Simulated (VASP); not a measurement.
# Ti (P6/mmm) in VASP: notebook

Ti is run at these levels: PBE; tasks: relaxation of shape and atoms at fixed volume, relaxation of cell and atoms.

Everything below comes from runs of VASP 6.6.1. Logs are shortened: lines on timing, memory, paths and dates and some standing lists are left out, and cuts for length are marked.

### Step 1. The cell of the first run

It takes space group P6/mmm (No. 191, hexagonal). Conventional cell: a = 4.533 Å, b = 4.533 Å, c = 2.803 Å, α = 90.00°, β = 90.00°, γ = 120.00°. Within 3.7 Å of Ti (site symmetry 6/mmm) lie 14 Ti at 2.80 to 2.97 Å. Ti (site symmetry -6m2) has 11 Ti at 2.62 to 2.97 Å within 3.5 Å.

This isn't the form of Ti at room conditions, which is hcp.

### Step 2. Relaxation of shape and atoms at fixed volume, PBE (16.63 Å³/atom)

Contents of INCAR:

```
PREC = Accurate
ENCUT = 600
EDIFF = 1E-6
ISMEAR = 0
SIGMA = 0.1
LREAL = F
LASPH = T
NELM = 100
ALGO = Fast
ISIF = 4
LWAVE = F
LCHARG = F
GGA = PE
IBRION = 2
NSW = 50
EDIFFG = -0.01
```

Contents of KPOINTS:

```
regular mesh
0
Gamma
  12 12 16
```

Contents of POSCAR:

```
Ti
1.0
    4.5331924736      0.0000000000      0.0000000000
   -2.2665962368      3.9258598424      0.0000000000
    0.0000000000      0.0000000000      2.8031059189
Ti
3
Direct
    0.0000000000      0.0000000000      0.0000000000
    0.3333333333      0.6666666667      0.5000000000
    0.6666666667      0.3333333333      0.5000000000
```

Potentials or basis: VASP PAW PBE potentials, release 64 (Ti_sv).

Command:

```bash
$ cat potpaw_PBE.64/Ti_sv/POTCAR > POTCAR
$ mpirun -np 1 vasp_std > vasp.out
```

OUTCAR:

```text
PREC = Accurate
   ENCUT = 600
   EDIFF = 1E-6
   ISMEAR = 0
   LREAL = F
   LASPH = T
   NELM = 100
   ISIF = 4
   GGA = PE
   IBRION = 2
   NSW = 50
   EDIFFG = -0.01

 ion  position               nearest neighbor table
   1  0.000  0.000  0.000-
   2  0.333  0.667  0.500-   3 2.62   3 2.62   3 2.62
   3  0.667  0.333  0.500-   2 2.62   2 2.62   2 2.62

  LATTYP: Found a hexagonal cell.
 ALAT       =     4.5331924736
 C/A-ratio  =     0.6183514014

  Lattice vectors:

 A1 = (   4.5331924736,   0.0000000000,   0.0000000000)
 A2 = (  -2.2665962368,   3.9258598424,   0.0000000000)
 A3 = (   0.0000000000,   0.0000000000,   2.8031059189)

Analysis of symmetry for initial positions (statically):
=====================================================================
 Subroutine PRICEL returns:
 Original cell was already a primitive cell.

 Routine SETGRP: Setting up the symmetry group for a
 hexagonal supercell.

 Subroutine GETGRP returns: Found 24 space group operations
 (whereof 24 operations were pure point group operations)
 out of a pool of 24 trial point group operations.

The static configuration has the point symmetry D_6h.

Analysis of symmetry for dynamics (positions and initial velocities):
=====================================================================
 Subroutine PRICEL returns:
 Original cell was already a primitive cell.

 Routine SETGRP: Setting up the symmetry group for a
 hexagonal supercell.

 Subroutine GETGRP returns: Found 24 space group operations
 (whereof 24 operations were pure point group operations)
 out of a pool of 24 trial point group operations.

The dynamic configuration has the point symmetry D_6h.

 Subroutine INISYM returns: Found 24 space group operations
 (whereof 24 operations are pure point group operations),
 and found     1 'primitive' translations

----------------------------------------------------------------------------------------

                                     Primitive cell

  volume of cell :      49.8860

  direct lattice vectors                    reciprocal lattice vectors
     4.533192474  0.000000000  0.000000000     0.220595090  0.127360634  0.000000000
    -2.266596237  3.925859842  0.000000000     0.000000000  0.254721269  0.000000000
     0.000000000  0.000000000  2.803105919     0.000000000  0.000000000  0.356747133

  length of vectors
     4.533192474  4.533192474  2.803105919     0.254721269  0.254721269  0.356747133

  position of ions in fractional coordinates (direct lattice)
     0.000000000  0.000000000  0.000000000
     0.333333333  0.666666667  0.500000000
     0.666666667  0.333333333  0.500000000

  ion indices of the primitive-cell ions
   primitive index   ion index
                 1           1
                 2           2
                 3           3

----------------------------------------------------------------------------------------

 KPOINTS: regular mesh

Automatic generation of k-mesh.
 Grid dimensions read from file:
 generate k-points for:   12   12   16

 Generating k-lattice:

  Cartesian coordinates                     Fractional coordinates (reciprocal lattice)
     0.018382924  0.010613386  0.000000000     0.083333333  0.000000000  0.000000000
     0.000000000  0.021226772  0.000000000     0.000000000  0.083333333  0.000000000
     0.000000000  0.000000000  0.022296696     0.000000000  0.000000000  0.062500000

  Length of vectors
     0.021226772  0.021226772  0.022296696

  Shift w.r.t. Gamma in fractional coordinates (k-lattice)
     0.000000000  0.000000000  0.000000000

 Subroutine IBZKPT returns following result:
 ===========================================

 Found    171 irreducible k-points:

 Following reciprocal coordinates:
            Coordinates               Weight
  0.000000  0.000000  0.000000      1.000000
  0.083333 -0.000000  0.000000      6.000000
  0.166667 -0.000000  0.000000      6.000000
  0.250000  0.000000  0.000000      6.000000
  0.333333 -0.000000  0.000000      6.000000
  0.416667 -0.000000  0.000000      6.000000
[... 16 lines left out ...]
  0.250000  0.000000  0.062500     12.000000
  0.333333 -0.000000  0.062500     12.000000
 [... further k-points ...]
   k-points           NKPTS =    171   k-points in BZ     NKDIM =    171   number of bands    NBANDS=     22
   number of dos      NEDOS =    301   number of ions     NIONS =      3
   total plane-waves  NPLWV =  31104
   dimension x,y,z NGX =    36 NGY =   36 NGZ =   24
   dimension x,y,z NGXF=    72 NGYF=   72 NGZF=   48
   ions per type =               3
   NGX,Y,Z   is equivalent  to a cutoff of  13.20, 13.20, 14.23 a.u.
   NGXF,Y,Z  is equivalent  to a cutoff of  26.40, 26.40, 28.47 a.u.
 SYSTEM =  unknown system
   PREC   = accura    normal or accurate (medium, high low for compatibility)
   ISTART =      0    job   : 0-new  1-cont  2-samecut
   ICHARG =      2    charge: 1-file 2-atom 10-const
   ISPIN  =      1    spin polarized calculation?
   LNONCOLLINEAR =      F non collinear calculations
   LSORBIT =      F    spin-orbit coupling
   LASPH  =      T    aspherical Exc in radial PAW
   ENCUT  =  600.0 eV  44.10 Ry    6.64 a.u.   9.05  9.05  5.60*2*pi/ulx,y,z
   NELM   =    100;   NELMIN=  2; NELMDL= -5     # of ELM steps
   EDIFF  = 0.1E-05   stopping-criterion for ELM
   LREAL  =      F    real-space projection
   EDIFFG = -.1E-01   stopping-criterion for IOM
   NSW    =     50    number of steps for IOM
   IBRION =      2    ionic relax: 0-MD 1-quasi-New 2-CG
   NFREE  =      1    steps in history (QN), initial steepest desc. (CG)
   ISIF   =      4    stress and relaxation
   ISYM   =      2    0-nonsym 1-usesym 2-fastsym
   POTIM  = 0.5000    time-step for ionic-motion
   TEBEG  =    0.0;   TEEND  =   0.0 temperature during run
   PSTRESS=    0.0 pullay stress
   NELECT =      36.0000    total number of electrons
   NUPDOWN=      -1.0000    fix difference up-down
   EMIN   =  10.00;   EMAX   =-10.00  energy-range for DOS
   EFERMI =   0.00;   METHOD = LEGACY
   ISMEAR =     0;   SIGMA  =   0.10  broadening in eV -4-tet -1-fermi 0-gaus
   EFERMI_NEDOS =   21; number of points for ismear=-14 and -15
   IALGO  =     68    algorithm
   IMIX   =      4    mixing-type and parameters
     AMIX     =   0.40;   BMIX     =  1.00
     AMIX_MAG =   1.60;   BMIX_MAG =  1.00
  volume/ion in A,a.u.               =      16.63       112.22
  Fermi-wavevector in a.u.,A,eV,Ry     =   1.468417  2.774906 29.337556  2.156250
  Thomas-Fermi vector in A             =   2.583918
   LORBIT       =      0    0 simple, 1 ext, 2 COOP (PROOUT), +10 PAW based schemes
   GGA     = PE    functional components
   LHFCALC =     F    Hartree Fock is set to
   AEXX    =    0.0000 exact exchange contribution
   IVDW    =     0    specifies the selected vdW correction
   LEPSILON=     F    determine dielectric tensor
   LRPA    =     F    only Hartree local field effects (RPA)
 conjugate gradient relaxation of ions
 non-spin polarized calculation
 RMM-DIIS sequential band-by-band and
 Gauss-broadening in eV      SIGMA  =   0.10
  energy-cutoff  :      600.00
  volume of cell :       49.89
 maximum number of plane-waves:      1691
   NGX = 19   NGY = 19   NGZ = 11

--------------------------------------- Ionic step        1  -------------------------------------------

 number of electron      36.0000003 magnetization

 Free energy of the ion-electron system (eV)
  ---------------------------------------------------
  ext. energy  EPLUGINS =         0.00000000
  ---------------------------------------------------
  free energy    TOTEN  =       -23.51326245 eV

  energy without entropy =      -23.49929667  energy(sigma->0) =      -23.50627956

------------------------ aborting loop EDIFF was not reached (unconverged)  ----------------------------

  FORCE on cell =-STRESS in cart. coord.  units (eV):
  Direction    XX          YY          ZZ          XY          YZ          ZX
  --------------------------------------------------------------------------------------
  -------------------------------------------------------------------------------------
  Total        1.0057700      1.0057700      1.0688448      0.0000000      0.0000000     -0.0000000
  in kB       32.3021038     32.3021038     34.3278641      0.0000000      0.0000000     -0.0000000
  external PRESSURE =      32.9773573 kB  Pullay stress =       0.0000000 kB

 VOLUME and BASIS-vectors are now :
 -----------------------------------------------------------------------------
  energy-cutoff  :      600.00
  volume of cell :       49.89
      direct lattice vectors                 reciprocal lattice vectors
     4.533192474  0.000000000  0.000000000     0.220595090  0.127360634  0.000000000
    -2.266596237  3.925859842  0.000000000     0.000000000  0.254721269  0.000000000
     0.000000000  0.000000000  2.803105919     0.000000000  0.000000000  0.356747133

 POSITION                                       TOTAL-FORCE (eV/Angst)
 -----------------------------------------------------------------------------------
      0.00000      0.00000      0.00000        -0.000000      0.000000     -0.000000
     -0.00000      2.61724      1.40155        -0.000000      0.000000      0.000000
      2.26660      1.30862      1.40155         0.000000     -0.000000     -0.000000
 -----------------------------------------------------------------------------------
    total drift:                                0.000000      0.000000     -0.000000

  FREE ENERGIE OF THE ION-ELECTRON SYSTEM (eV)
  ---------------------------------------------------
  free  energy   TOTEN  =       -23.5132624492 eV

  energy  without entropy=      -23.4992966667  energy(sigma->0) =      -23.50627956

--------------------------------------- Ionic step        2  -------------------------------------------

 number of electron      36.0000003 magnetization

 Free energy of the ion-electron system (eV)
  ---------------------------------------------------
  ext. energy  EPLUGINS =         0.00000000
  ---------------------------------------------------
  free energy    TOTEN  =       -23.51353570 eV

  energy without entropy =      -23.49956112  energy(sigma->0) =      -23.50654841

 E-fermi :   8.6945     XC(G=0): -11.7041

 val. band max:        8.6776179993   @ k =   0.3333   0.0833   0.1250
 cond. band min:       8.6989246515   @ k =   0.3333   0.2500   0.2500
 fundamental gap:      0.0213066522
 Fermi energy:         8.6945340559

 k-point     1 :       0.0000    0.0000    0.0000
  band No.  band energies     occupation
      1     -48.1464      2.00000
      2     -47.8840      2.00000
      3     -47.7042      2.00000
      4     -24.4703      2.00000
      5     -24.4703      2.00000
      6     -24.3754      2.00000
[... 14 lines left out ...]
     21      10.0169      0.00000
     22      10.0169      0.00000

 k-point     2 :       0.0833   -0.0000    0.0000
  band No.  band energies     occupation
      1     -48.1452      2.00000
      2     -47.8823      2.00000
      3     -47.7072      2.00000
      4     -24.4996      2.00000
      5     -24.4940      2.00000
      6     -24.3455      2.00000
[... 14 lines left out ...]
     21       9.9584      0.00000
     22      10.0860      0.00000

 k-point     3 :       0.1667   -0.0000    0.0000
  band No.  band energies     occupation
      1     -48.1420      2.00000
      2     -47.8770      2.00000
      3     -47.7161      2.00000
      4     -24.5484      2.00000
      5     -24.5194      2.00000
      6     -24.2952      2.00000
[... 14 lines left out ...]
     21       9.7960      0.00000
     22      10.2066      0.00000
[... 476 lines left out ...]
 k-point    23 :       0.2500    0.0000    0.0625
  band No.  band energies     occupation
      1     -48.1351      2.00000
      2     -47.8661      2.00000
      3     -47.7275      2.00000
      4     -24.5875      2.00000
      5     -24.5179      2.00000
      6     -24.2482      2.00000
[... 14 lines left out ...]
     21       9.5734      0.00000
     22       9.9577      0.00000

 k-point    24 :       0.3333   -0.0000    0.0625
  band No.  band energies     occupation
      1     -48.1311      2.00000
      2     -47.8539      2.00000
      3     -47.7441      2.00000
      4     -24.6223      2.00000
      5     -24.4965      2.00000
      6     -24.2118      2.00000
[... 14 lines left out ...]
     21       9.3736      0.00000
     22       9.8591      0.00000

 [... further k-points ...]

------------------------ aborting loop because EDIFF is reached ----------------------------------------

  FORCE on cell =-STRESS in cart. coord.  units (eV):
  Direction    XX          YY          ZZ          XY          YZ          ZX
  --------------------------------------------------------------------------------------
  -------------------------------------------------------------------------------------
  Total        1.0343626      1.0343626      1.0375853      0.0000000      0.0000000      0.0000000
  in kB       33.2204056     33.2204056     33.3239077      0.0000000      0.0000000      0.0000000
  external PRESSURE =      33.2549063 kB  Pullay stress =       0.0000000 kB

 VOLUME and BASIS-vectors are now :
 -----------------------------------------------------------------------------
  energy-cutoff  :      600.00
  volume of cell :       49.89
      direct lattice vectors                 reciprocal lattice vectors
     4.531660321  0.000000000 -0.000000000     0.220669673  0.127403695  0.000000000
    -2.265830161  3.924532959  0.000000000     0.000000000  0.254807390  0.000000000
    -0.000000000  0.000000000  2.805001697     0.000000000  0.000000000  0.356506023

 POSITION                                       TOTAL-FORCE (eV/Angst)
 -----------------------------------------------------------------------------------
      4.53166      0.00000      2.80500         0.000000      0.000000     -0.000000
     -0.00000      2.61636      1.40250        -0.000000      0.000000     -0.000000
      2.26583      1.30818      1.40250         0.000000     -0.000000      0.000000
 -----------------------------------------------------------------------------------
    total drift:                                0.000000      0.000000      0.000000

  FREE ENERGIE OF THE ION-ELECTRON SYSTEM (eV)
  ---------------------------------------------------
  free  energy   TOTEN  =       -23.5135357015 eV

  energy  without entropy=      -23.4995611193  energy(sigma->0) =      -23.50654841

 reached required accuracy - stopping structural energy minimisation
```

Run time: 14 min. Hardware: 1 thread of Intel Xeon Platinum 8375C at 2.90GHz (Ice Lake), shared host; peak memory 0.32 GiB.

Results:

```yaml
Free_energy: -23.5135 eV
Energy_gained_by_relaxing: 0.1 meV/atom
Ionic_steps: 2
Pressure_after_relaxing: 3.3 GPa
Band_gap_on_the_k_mesh: zero (bands 18 and 19 overlap by 0.34 eV)
```

Step by step:
```tsv
step	energy change (eV)	largest force (eV/Å)	pressure (GPa)	volume (Å³)
1	0.0000	0.0000	3.30	49.89
2	-0.0003	0.0000	3.33	49.89
```

Final structure:
```yaml
crystal:
  lattice:
    - [4.53166, 0.00000, 0.00000]
    - [-2.26583, 3.92453, 0.00000]
    - [0.00000, 0.00000, 2.80500]
  atoms:
    - { symbol: Ti, position: [0.00000, 0.00000, 0.00000] }
    - { symbol: Ti, position: [0.33333, 0.66667, 0.50000] }
    - { symbol: Ti, position: [0.66667, 0.33333, 0.50000] }
```

### Step 3. Relaxation of cell and atoms, PBE

This run uses another cell than the first one, of 17.16 Å³/atom.

Contents of INCAR:

```
ALGO = Fast
EDIFF = 1E-7
EDIFFG = -0.01
ENCUT = 600
GGA = PE
IBRION = 2
ISIF = 3
ISMEAR = 0
LASPH = True
LCHARG = False
LREAL = False
LWAVE = False
NELM = 100
NSW = 100
PREC = Accurate
SIGMA = 0.1
```

Contents of KPOINTS:

```
k-points
0
Gamma
  12 12 16
```

Contents of POSCAR:

```
Ti
1.0
    4.5794320692      0.0000000000      0.0000000000
   -2.2897160346      3.9659045068      0.0000000000
    0.0000000000      0.0000000000      2.8350930224
Ti
3
Direct
    0.0000000000      0.0000000000      0.0000000000
    0.3333333333      0.6666666667      0.5000000000
    0.6666666667      0.3333333333      0.5000000000
```

Potentials or basis: VASP PAW PBE potentials, release 64 (Ti_sv).

Command:

```bash
$ cat potpaw_PBE.64/Ti_sv/POTCAR > POTCAR
$ mpirun -np 1 vasp_std > vasp.out
```

Wall time 39 min (1 thread of Intel Xeon Platinum 8375C at 2.90GHz (Ice Lake), shared host); peak memory 0.34 GiB.

The run converged. Its results:

* Free energy: -23.5288 eV
* Relaxed volume: 17.11 Å³/atom
* Relaxed cell: a = 4.576 Å, b = 4.576 Å, c = 2.831 Å, α = 90.00°, β = 90.00°, γ = 120.00°
* Space group after relaxing (to 0.1 Å): P6/mmm (No. 191)
* Energy gained by relaxing: 0.1 meV/atom
* Ionic steps: 4
* Pressure after relaxing: 0.0 GPa
* Band gap on the k mesh: zero (bands 18 and 19 overlap by 0.29 eV)

Stress tensor (GPa, compression positive):
```
 0.06  0.00  0.00
 0.00  0.06  0.00
 0.00  0.00 -0.05
```

Step by step:
```tsv
step	energy change (eV)	largest force (eV/Å)	pressure (GPa)	volume (Å³)
1	0.0000	0.0000	-0.41	51.49
2	-0.0002	0.0000	0.33	51.17
3	-0.0003	0.0000	0.13	51.28
4	-0.0003	0.0000	0.02	51.33
```

Final structure:
```
Ti
1.0
     4.57560    0.00000    0.00000
    -2.28780    3.96258    0.00000
     0.00000    0.00000    2.83101
Ti
3
Direct
  0.00000 0.00000 0.00000
  0.33333 0.66667 0.50000
  0.66667 0.33333 0.50000
```

Levels at points of the mesh, in eV from the Fermi level:
```tsv
k point	band 15	band 16	band 17	band 18	band 19	band 20	band 21	band 22
(0.00, 0.00, 0.00)	-0.71	-0.71	-0.62	-0.62	-0.03	0.68	1.29	1.29
(0.50, 0.00, 0.00)	-2.62	-0.41	-0.39	-0.35	0.06	0.53	1.03	1.11
(0.00, 0.00, 0.50)	-2.08	-1.74	-1.62	-1.62	1.06	1.06	1.25	1.25
(0.50, 0.00, 0.50)	-1.69	-1.16	-0.69	-0.64	0.36	0.81	0.92	1.04
```

(Continued in part 2 of 2.)

The gap in the log of VASP goes by the Fermi energy; the results here count the filled bands.